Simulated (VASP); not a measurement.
## MgW: relaxation of cell and atoms with PBE

The system is MgW.

```
Mg W
1.0
     3.87008    0.00000    0.00000
     0.00000    3.87008    0.00000
     0.00000    0.00000    2.56241
Mg W
1 1
Direct
  0.50000 0.50000 0.00000
  0.00000 0.00000 0.00000
```

- Program: VASP 6.6.1
- Task: relaxation of cell and atoms
- Functional: PBE
- Potentials or basis: VASP PAW PBE potentials, release 64 (Mg, W_sv)
- Cutoff: 600 eV
- k mesh: 14 × 14 × 22
- Occupations: gaussian, width 0.1 eV
- Spin: no spin polarisation
- Dipole correction: no
- Further INCAR settings: ALGO = Fast; EDIFF = 1e-06; IBRION = 2; EDIFFG = -0.01; NSW = 100; ISIF = 3

```yaml
Relaxed_volume: 19.37 Å³/atom
Relaxed_cell: a = 3.865 Å, b = 3.865 Å, c = 2.593 Å, α = 90.00°, β = 90.00°, γ = 90.00°
Space_group_after_relaxing_to_0.05_Å: P4/mmm (No. 123)
Energy_gained_by_relaxing: 3.1 meV/atom
Ionic_steps: 4
Pressure_after_relaxing: 0.0 GPa
Band_gap_on_the_k_mesh: zero (band 8 reaches 7.61 eV, above the bottom of band 9 at 5.19 eV)
```

The path:
```tsv
step	energy change (eV)	largest force (eV/Å)	pressure (GPa)	volume (Å³)
1	0.0000	0.0000	1.35	38.38
2	0.0014	0.0000	-1.45	39.27
3	-0.0062	0.0000	-0.10	38.80
4	-0.0062	0.0000	0.03	38.74
```

Final structure:
```yaml
crystal:
  lattice:
    - [3.86515, 0.00000, 0.00000]
    - [0.00000, 3.86515, 0.00000]
    - [0.00000, 0.00000, 2.59293]
  atoms:
    - { symbol: Mg, position: [0.50000, 0.50000, 0.00000] }
    - { symbol: W, position: [0.00000, 0.00000, 0.00000] }
```

Levels at points of the mesh, in eV from the Fermi level:
```
           k point  band 5  band 6  band 7  band 8  band 9  band 10  band 11  band 12
(0.00, 0.00, 0.00)   -7.59   -3.44   -2.42   -0.42    2.87     2.87     3.55     3.55
(0.50, 0.00, 0.00)   -5.51   -4.20   -3.04   -1.57    0.74     3.25     3.59     5.76
(0.50, 0.50, 0.00)   -4.31   -4.26   -1.54   -1.54    0.07     1.07     3.29     3.29
(0.00, 0.00, 0.50)   -2.91   -1.96   -1.96   -1.21   -0.45     0.76     8.20     8.20
(0.50, 0.00, 0.50)   -3.58   -1.73   -1.38    0.15    1.75     1.84     1.94     4.10
(0.50, 0.50, 0.50)   -3.04   -3.04   -1.08    1.91    1.96     2.01     3.62     3.62
```

It took 4.6 min on 1 thread of Intel(R) Xeon(R) Platinum 8259CL CPU @ 2.50GHz (Skylake/Cascade Lake), with other jobs on the host, peak memory 0.41 GiB.

Caveat: spin-orbit coupling is left out, which moves the levels of the heavy elements.
